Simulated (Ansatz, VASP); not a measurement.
# One calculation of AlGa3N4, two programs

Contents of INCAR:

```
PREC = Accurate
ENCUT = 520
EDIFF = 1E-6
ISMEAR = 0
SIGMA = 0.05
LREAL = F
LASPH = T
NELM = 100
ALGO = Normal
ISIF = 2
LWAVE = F
LCHARG = T
GGA = PS
LELF = T
LVHAR = T
NBANDS = 41
```

KPOINTS

```
regular mesh
0
Gamma
  6 6 6
```

Contents of POSCAR:

```
AlGa3N4
1.0
    4.4675774128      0.0000000000      0.0000000000
    0.0000000000      4.4675774128      0.0000000000
    0.0000000000      0.0000000000      4.4675774128
Al Ga N
1 3 4
Direct
   -0.0000008510     -0.0000029365      0.0037056965
    0.4999997475      0.4999991286      0.0023768069
    0.4999997475     -0.0000018834      0.5010997257
   -0.0000005458      0.4999991286      0.5010997257
    0.7515711590      0.7515773234      0.2374777432
    0.7585250906      0.2414861047      0.7475689619
    0.2414838507      0.7585273446      0.7475650515
    0.2484267702      0.2484329346      0.2374706414
```

Input for Ansatz:

```yaml
crystal:
  lattice:
    - [4.4675774128, 0.0, 0.0]
    - [0.0, 4.4675774128, 0.0]
    - [0.0, 0.0, 4.4675774128]
  atoms:
    - { symbol: Al, position: [-8.51e-07, -2.9365e-06, 0.0037056965] }
    - { symbol: Ga, position: [0.4999997475, 0.4999991286, 0.0023768069] }
    - { symbol: Ga, position: [0.4999997475, -1.8834e-06, 0.5010997257] }
    - { symbol: Ga, position: [-5.458e-07, 0.4999991286, 0.5010997257] }
    - { symbol: "N", position: [0.751571159, 0.7515773234, 0.2374777432] }
    - { symbol: "N", position: [0.7585250906, 0.2414861047, 0.7475689619] }
    - { symbol: "N", position: [0.2414838507, 0.7585273446, 0.7475650515] }
    - { symbol: "N", position: [0.2484267702, 0.2484329346, 0.2374706414] }
basis:
  ecutwfc: 520.0
kpoints:
  mp_grid: { grid: [6, 6, 6] }
hamiltonian:
  xc: pbesol
  pseudopotentials: { kind: paw, azcp: { folder: soft_1 } }
scf:
  occupations: { method: gaussian, width: 0.05 }
output:
  forces: true
  stress: true
  eigenvalues: true
  write_density: true
  write_potential: true
  elf: true
  volumetric_format: npy
```

Change from the starting cell: mode 4 frozen in at +0.000 Å and mode 15 at -0.040 Å (largest displacements).

Alike in both runs: task single point; functional PBEsol; k mesh 6 × 6 × 6; occupations gaussian, width 0.05 eV; no spin polarisation.

```csv
,VASP,Ansatz
version,VASP 6.6.1,Ansatz 0.2.0
potentials or method,"VASP PAW PBE potentials, release 64 (Al, Ga_d, N), cutoff 520 eV","scalar-relativistic, plane waves, PAW"
valence electrons in the cell,62,62
```

```csv
,VASP,Ansatz,Ansatz less VASP
gap on the k mesh at the Fermi level (eV),2.20,2.19,-0.015
least direct gap on the mesh (eV),2.20,2.19,-0.015
pressure (GPa),0.1,0.2,+0.17
"traceless stress, the component that is largest in VASP (GPa)",2.48,2.53,+0.047
rms of the force components (eV/Å),0.348,0.351,+0.0038
```

VASP's potentials were made for PBE, not for PBEsol, and Ansatz warns of the same on its side. Atom by atom the forces differ by 0.006 eV/Å (rms over components). The functional is the same, so the differences come from potentials, cutoffs and numerics. Ansatz's warnings: structure snapped to symmetry.
